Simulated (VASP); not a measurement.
Runs of VASP 6.6.1 on Si. The structure is that of space group Fm-3m (No. 225), or close to it. The cells are those of the table. 

| task | cell | k mesh | cutoff (eV) | gap on the mesh (eV) | pressure (GPa) |
| --- | --- | --- | --- | --- | --- |
| single point | a = 2.737 Å, angles 60.0°, 1 atom | 17 × 17 × 17 | 520 | none | (a) |
| relaxation of cell and atoms | relaxed from a = 2.828 Å, angles 60.0°, 1 atom | 17 × 17 × 17 | 600 | none | 0.0 |
| single point | a = 2.177 Å, angles 60.0°, 1 atom | 21 × 21 × 21 | 520 | none | 258.7 |
| relaxation of cell and atoms | relaxed to 260 GPa from a = 2.177 Å, angles 60.0°, 1 atom | 21 × 21 × 21 | 600 | none | 260.0 |
| single point | a = 2.176 Å, angles 60.0°, 1 atom | 21 × 21 × 21 | 520 | none | 260.8 |
| relaxation of cell and atoms | relaxed to 260 GPa from a = 2.176 Å, angles 60.0°, 1 atom | 21 × 21 × 21 | 600 | none | 260.0 |

Alike in all rows: level PBE; potentials or basis VASP PAW PBE potentials, release 64 (Si); no spin polarisation; smearing fermi-dirac 0.05 eV.

Question: Estimate the missing entries.

Answer: (a) -0.1.

Caveats: the cell is relaxed towards a set pressure, so the enthalpy falls and the energy may rise (some runs).

A gap of «none» marks levels without a gap at the run's occupations.
